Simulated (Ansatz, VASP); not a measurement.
Tl in VASP and in Ansatz

```
CELL_PARAMETERS angstrom
0.00000 3.56015 3.56015
3.56015 0.00000 3.56015
3.56015 3.56015 0.00000
ATOMIC_POSITIONS crystal
Tl 0.87500 0.87500 0.87500
Tl 0.12500 0.12500 0.12500
```

Alike in both runs: functional PBE; k mesh 10 × 10 × 10; occupations fermi-dirac, width 0.05 eV; no spin polarisation.

Ansatz relaxed the structure, and its values are those at the end. VASP's run is a single point on that final structure, the one shown.

```csv
,VASP,Ansatz
version,VASP 6.6.1,Ansatz 0.2.0
potentials or method,"VASP PAW PBE potentials, release 64 (Tl_d)","PAW with Ansatz's default frozen-core files, scalar-relativistic"
plane-wave cutoff (eV),520,420
valence electrons in the cell,26,26
```

```tsv
	VASP	Ansatz	Ansatz less VASP
pressure (GPa)	0.0	0.0	+0.04
```

The functional is the same, so the differences come from potentials, cutoffs and numerics.

Neither program's run includes spin-orbit coupling.
